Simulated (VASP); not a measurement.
# Lu (Fm-3m) in VASP: notebook, part 2 of 2

VASP 6.6.1. The steps go on from the part before.

### Step 3. Relaxation of volume and atoms at fixed shape, LDA

This run uses another cell than the first one, of 29.41 Å³/atom, 1.156 times its volume.

Contents of INCAR:

```
SYSTEM = Lu
PREC = Accurate
ENCUT = 600
EDIFF = 1E-6
ISMEAR = -1
SIGMA = 0.05
LREAL = .FALSE.
LASPH = .TRUE.
NELM = 100
ALGO = Normal
ISIF = 8
LWAVE = .FALSE.
LCHARG = .FALSE.
GGA = CA
IBRION = 2
NSW = 80
EDIFFG = -0.01
```

Contents of KPOINTS:

```
regular mesh
0
G
  5 5 5
  0 0 0
```

Contents of POSCAR:

```
Lu
1.0
    4.9000000000      0.0000000000      0.0000000000
    0.0000000000      4.9000000000      0.0000000000
    0.0000000000      0.0000000000      4.9000000000
Lu
4
Direct
    0.0000000000      0.0000000000      0.0000000000
    0.0000000000      0.5000000000      0.5000000000
    0.5000000000      0.0000000000      0.5000000000
    0.5000000000      0.5000000000      0.0000000000
```

Potentials or basis: VASP PAW PBE potentials, release 64 (Lu).

On the command line:

```
cat potpaw_PBE.64/Lu/POTCAR > POTCAR
mpirun -np 1 vasp_std > vasp.out
```

OUTCAR:

```text
SYSTEM = Lu
   PREC = Accurate
   ENCUT = 600
   EDIFF = 1E-6
   ISMEAR = -1
   LREAL = .FALSE.
   LASPH = .TRUE.
   NELM = 100
   ISIF = 8
   GGA = CA
   IBRION = 2
   NSW = 80
   EDIFFG = -0.01

 ion  position               nearest neighbor table
   1  0.000  0.000  0.000-   2 3.46   3 3.46   4 3.46   2 3.46   3 3.46   2 3.46   4 3.46   2 3.46
                             3 3.46   4 3.46   3 3.46   4 3.46
   2  0.000  0.500  0.500-   1 3.46   3 3.46   4 3.46   1 3.46   4 3.46   1 3.46   3 3.46   1 3.46
                             3 3.46   4 3.46   4 3.46   3 3.46
   3  0.500  0.000  0.500-   1 3.46   2 3.46   4 3.46   1 3.46   4 3.46   2 3.46   4 3.46   4 3.46
                             1 3.46   2 3.46   1 3.46   2 3.46
   4  0.500  0.500  0.000-   1 3.46   2 3.46   3 3.46   2 3.46   3 3.46   1 3.46   3 3.46   3 3.46
                             1 3.46   2 3.46   2 3.46   1 3.46

  LATTYP: Found a simple cubic cell.
 ALAT       =     4.9000000000

  Lattice vectors:

 A1 = (   4.9000000000,   0.0000000000,   0.0000000000)
 A2 = (   0.0000000000,   4.9000000000,   0.0000000000)
 A3 = (   0.0000000000,   0.0000000000,   4.9000000000)

Analysis of symmetry for initial positions (statically):
=====================================================================
 Subroutine PRICEL returns following result:

  LATTYP: Found a face centered cubic cell.
 ALAT       =     4.9000000000

  Lattice vectors:

 A1 = (   2.4500000000,  -2.4500000000,   0.0000000000)
 A2 = (   2.4500000000,   0.0000000000,   2.4500000000)
 A3 = (   0.0000000000,  -2.4500000000,   2.4500000000)

   4 primitive cells build up your supercell.

 Routine SETGRP: Setting up the symmetry group for a
 simple cubic supercell.

 Subroutine GETGRP returns: Found 48 space group operations
 (whereof 48 operations were pure point group operations)
 out of a pool of 48 trial point group operations.

The static configuration has the point symmetry O_h .

Analysis of symmetry for dynamics (positions and initial velocities):
[... 114 lines left out ...]
   PSTRESS=    0.0 pullay stress
   NELECT =     100.0000    total number of electrons
   NUPDOWN=      -1.0000    fix difference up-down
   EMIN   =  10.00;   EMAX   =-10.00  energy-range for DOS
   EFERMI =   0.00;   METHOD = LEGACY
   ISMEAR =    -1;   SIGMA  =   0.05  broadening in eV -4-tet -1-fermi 0-gaus
   EFERMI_NEDOS =   21; number of points for ismear=-14 and -15
   IALGO  =     38    algorithm
   IMIX   =      4    mixing-type and parameters
     AMIX     =   0.40;   BMIX     =  1.00
     AMIX_MAG =   1.60;   BMIX_MAG =  1.00
  volume/ion in A,a.u.               =      29.41       198.48
  Fermi-wavevector in a.u.,A,eV,Ry     =   1.550763  2.930517 32.720185  2.404866
  Thomas-Fermi vector in A             =   2.655380
   LORBIT       =      0    0 simple, 1 ext, 2 COOP (PROOUT), +10 PAW based schemes
   GGA     = CA    functional components
   LHFCALC =     F    Hartree Fock is set to
   AEXX    =    0.0000 exact exchange contribution
   IVDW    =     0    specifies the selected vdW correction
   LEPSILON=     F    determine dielectric tensor
   LRPA    =     F    only Hartree local field effects (RPA)
 conjugate gradient relaxation of ions
 non-spin polarized calculation
  energy-cutoff  :      600.00
  volume of cell :      117.65
 maximum number of plane-waves:      3950
 NGX is ok and might be reduce to    40
   NGX = 19   NGY = 19   NGZ = 19

--------------------------------------- Ionic step        1  -------------------------------------------

 number of electron     100.0000000 magnetization

 number of electron      99.9999978 magnetization

 Free energy of the ion-electron system (eV)
  ---------------------------------------------------
  ext. energy  EPLUGINS =         0.00000000
  ---------------------------------------------------
  free energy    TOTEN  =       -20.38369982 eV

  energy without entropy =      -20.30586214  energy(sigma->0) =      -20.34478098

------------------------ aborting loop because EDIFF is reached ----------------------------------------

  FORCE on cell =-STRESS in cart. coord.  units (eV):
  Direction    XX          YY          ZZ          XY          YZ          ZX
  --------------------------------------------------------------------------------------
  -------------------------------------------------------------------------------------
  Total       -4.0910897     -4.0910897     -4.0910897     -0.0000000     -0.0000000     -0.0000000
  in kB      -55.7136158    -55.7136158    -55.7136158     -0.0000000     -0.0000000     -0.0000000
  external PRESSURE =     -55.7136158 kB  Pullay stress =       0.0000000 kB
[... 101 lines left out ...]
--------------------------------------- Ionic step        4  -------------------------------------------

 number of electron      99.9999979 magnetization

 Free energy of the ion-electron system (eV)
  ---------------------------------------------------
  ext. energy  EPLUGINS =         0.00000000
  ---------------------------------------------------
  free energy    TOTEN  =       -20.67902903 eV

  energy without entropy =      -20.62525150  energy(sigma->0) =      -20.65214027

 E-fermi :   2.4815     XC(G=0): -11.6179

 val. band max:        2.4695724731   @ k =   0.4000   0.4000   0.2000
 cond. band min:       2.6632700168   @ k =   0.4000   0.4000   0.2000
 fundamental gap:      0.1936975437
 Fermi energy:         2.4814943271

 k-point     1 :       0.0000    0.0000    0.0000
  band No.  band energies     occupation
      1     -53.1898      2.00000
      2     -53.1163      2.00000
      3     -53.1163      2.00000
      4     -53.1163      2.00000
      5     -24.4228      2.00000
      6     -24.4228      2.00000
[... 650 lines left out ...]
  FREE ENERGIE OF THE ION-ELECTRON SYSTEM (eV)
  ---------------------------------------------------
  free  energy   TOTEN  =       -20.6790290342 eV

  energy  without entropy=      -20.6252515008  energy(sigma->0) =      -20.65214027

 reached required accuracy - stopping structural energy minimisation
```

OSZICAR:

```text
N       E                     dE             d eps       ncg     rms          rms(c)
DAV:   1     0.115713670083E+04    0.11571E+04   -0.33740E+04  1672   0.599E+03
DAV:   2     0.170680233138E+03   -0.98646E+03   -0.93096E+03  1576   0.114E+03
DAV:   3     0.544981386442E+01   -0.16523E+03   -0.16147E+03  1288   0.279E+02
[... 46 lines left out ...]
DAV:   5    -0.206786830162E+02   -0.29762E-02   -0.55849E-03  1852   0.243E-01    0.979E-02
DAV:   6    -0.206789627151E+02   -0.27970E-03   -0.64986E-04  1732   0.157E-01    0.275E-02
DAV:   7    -0.206790114816E+02   -0.48767E-04   -0.13922E-04  2024   0.396E-02    0.257E-02
DAV:   8    -0.206790283629E+02   -0.16881E-04   -0.43165E-05  1680   0.409E-02    0.404E-03
DAV:   9    -0.206790290342E+02   -0.67122E-06   -0.61244E-06  1208   0.838E-03
   4 F= -.20679029E+02 E0= -.20652140E+02  d E =-.295329E+00
```

It took 2.5 min on 1 thread of Intel Xeon 6975P-C (Granite Rapids), shared host; peak memory 0.24 GiB.

Results:

```yaml
Free_energy: -20.6790 eV
Relaxed_volume: 25.65 Å³/atom
Relaxed_cell: a = 4.682 Å, b = 4.682 Å, c = 4.682 Å, α = 90.00°, β = 90.00°, γ = 90.00°
Space_group_after_relaxing_to_0.05_Å: Fm-3m (No. 225)
Energy_gained_by_relaxing: 73.8 meV/atom
Ionic_steps: 4
Pressure_after_relaxing: -0.1 GPa
Band_gap_on_the_k_mesh: zero (band 50 reaches 3.01 eV, above the bottom of band 51 at 1.33 eV)
```

The path:
| step | energy change (eV) | largest force (eV/Å) | pressure (GPa) | volume (Å³) |
| --- | --- | --- | --- | --- |
| 1 | 0.0000 | 0.0000 | -5.57 | 117.65 |
| 2 | -0.2926 | 0.0000 | 0.55 | 101.08 |
| 3 | -0.2953 | 0.0000 | 0.19 | 102.18 |
| 4 | -0.2953 | 0.0000 | -0.05 | 102.61 |

Final structure:
```xyz
4
Lattice="4.6816 0.0000 0.0000 0.0000 4.6816 0.0000 0.0000 0.0000 4.6816" Properties=species:S:1:pos:R:3 pbc="T T T"
Lu    0.0000    0.0000    0.0000
Lu    0.0000    2.3408    2.3408
Lu    2.3408    0.0000    2.3408
Lu    2.3408    2.3408    0.0000
```

Levels at points of the mesh, in eV from the Fermi level:
```csv
k point,band 48,band 49,band 50,band 51,band 52,band 53,band 54,band 55
"(0.00, 0.00, 0.00)",-2.39,-1.15,-1.15,-1.15,2.27,2.27,2.27,2.66
```

Caveat: the PAW data sets were made with another functional, which shifts forces and pressure a little; spin-orbit coupling is left out, which moves the levels of the heavy elements.
